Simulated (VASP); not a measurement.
Wanted: the native input for a VASP 6.6.1 run.

* Task: single point
* Functional: PBE
* Potentials or basis: VASP PAW PBE potentials, release 64 (Ni, Al)
* Cutoff: 520 eV
* k mesh: 9 × 9 × 9
* Occupations: gaussian, width 0.028 eV
* Spin: collinear spin, ferromagnetic start
* Starting moments: [1.0, 0.0] μB
* Dipole correction: no
* Further INCAR settings: ALGO = Normal; EDIFF = 1e-06; NBANDS = 18

The structure of AlNi lies in POSCAR:

```
AlNi
1.0
    2.8810000000      0.0000000000      0.0000000000
    0.0000000000      2.8810000000      0.0000000000
    0.0000000000      0.0000000000      2.8810000000
Ni Al
1 1
Direct
    0.5000000000      0.5000000000      0.5000000000
    0.0000000000      0.0000000000      0.0000000000
```

The input as run:

INCAR

```
  PREC = Accurate
  ENCUT = 520
  EDIFF = 1E-6
  ISMEAR = 0
  SIGMA = 0.028000000000000004
  LREAL = F
  LASPH = T
  NELM = 150
  ALGO = Normal
  ISIF = 2
  LWAVE = F
  LCHARG = F
  ISPIN = 2
  MAGMOM = 1 0
  LORBIT = 11
  LMAXMIX = 4
  GGA = PE
  NBANDS = 18
```

KPOINTS

```
regular mesh
0
Gamma
  9 9 9
```

Potentials or basis: VASP PAW PBE potentials, release 64 (Ni, Al).

Run with:

```console
$ cat potpaw_PBE.64/Ni/POTCAR potpaw_PBE.64/Al/POTCAR > POTCAR
$ mpirun -np 1 vasp_std > vasp.out
```

Results of the run:

```json
{"Pressure": "1.9 GPa", "Net moment": "0.00 μB per cell", "Valence electrons inside the program's atomic spheres": "Ni 9.46; Al 0.80"}
```

Wall time 15 s on 1 thread of Intel(R) Xeon(R) Platinum 8488C (Sapphire Rapids) (shared host), peak memory 0.16 GiB.
